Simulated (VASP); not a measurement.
Input of a VASP 6.6.1 run:

File INCAR:

```
  PREC = Accurate
  ENCUT = 520
  EDIFF = 1E-6
  ISMEAR = -1
  SIGMA = 0.05
  LREAL = False
  LASPH = True
  NELM = 100
  ALGO = Fast
  ISIF = 2
  LWAVE = False
  LCHARG = True
  GGA = RP
  LELF = True
  LVHAR = True
  NBANDS = 26
```

KPOINTS

```
regular mesh
0
Gamma
  7 7 7
```

File POSCAR:

```
Al2Cu
1.0
   -3.0335000000      3.0335000000      2.4385000000
    3.0335000000     -3.0335000000      2.4385000000
    3.0335000000      3.0335000000     -2.4385000000
Cu Al
2 4
Direct
    0.2500000000      0.2500000000      0.0000000000
    0.7500000000      0.7500000000      0.0000000000
    0.3419000000      0.1581000000      0.5000000000
    0.8419000000      0.3419000000      0.1838000000
    0.6581000000      0.8419000000      0.5000000000
    0.1581000000      0.6581000000      0.8162000000
```

Potentials or basis: VASP PAW PBE potentials, release 64 (Cu, Al).

Command:

```sh
$ cat potpaw_PBE.64/Cu/POTCAR potpaw_PBE.64/Al/POTCAR > POTCAR
$ mpirun -np 1 vasp_std > vasp.out
```

Q: Predict the pressure.

A: 2.1 GPa.

Q: Estimate the band gap on the k mesh.

A: Zero (bands 17 and 18 overlap by 3.67 eV).

Q: What does it give for the largest force?

A: 0.030 eV/Å.

Forces on the atoms (eV/Å):
```
Cu   0.000  0.000  0.000
Cu   0.000  0.000  0.000
Al  -0.021  0.021  0.000
Al   0.021  0.021  0.000
Al   0.021 -0.021  0.000
Al  -0.021 -0.021  0.000
```

Caveat: the PAW data sets were made with another functional, which shifts forces and pressure a little.
